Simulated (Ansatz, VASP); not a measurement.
**AlGaN2: VASP beside Ansatz**

```
CELL_PARAMETERS angstrom
3.14088 0.00000 0.00000
0.00000 3.14088 0.00000
0.00000 0.00000 4.42384
ATOMIC_POSITIONS crystal
Al 0.50000 0.50000 0.50000
Ga 0.00000 0.00000 0.00000
N 0.50000 0.00000 0.73826
N 0.00000 0.50000 0.26174
```

Alike in both runs: task relaxation of cell and atoms; functional LDA; k mesh 8 × 8 × 6; occupations gaussian, width 0.02 eV; no spin polarisation.

|  | VASP | Ansatz |
| --- | --- | --- |
| version | VASP 6.6.1 | Ansatz 0.2.0 |
| potentials or method | VASP PAW LDA potentials, release 64 (Al, Ga_d, N), cutoff 600 eV | scalar-relativistic, plane waves, PAW |
| valence electrons in the cell | 26 | 26 |

```tsv
	VASP	Ansatz	Ansatz less VASP
gap on the k mesh at the Fermi level, each at its own relaxed structure (eV)	3.04	3.05	+0.017
relaxed volume (Å³/atom)	10.68	10.64	-0.039
relaxed cell length with the largest relative difference (Å)	4.390	4.384	-0.0057
```

LDA's correlation is that of Perdew and Zunger in VASP and of Perdew and Wang (1992) in Ansatz.
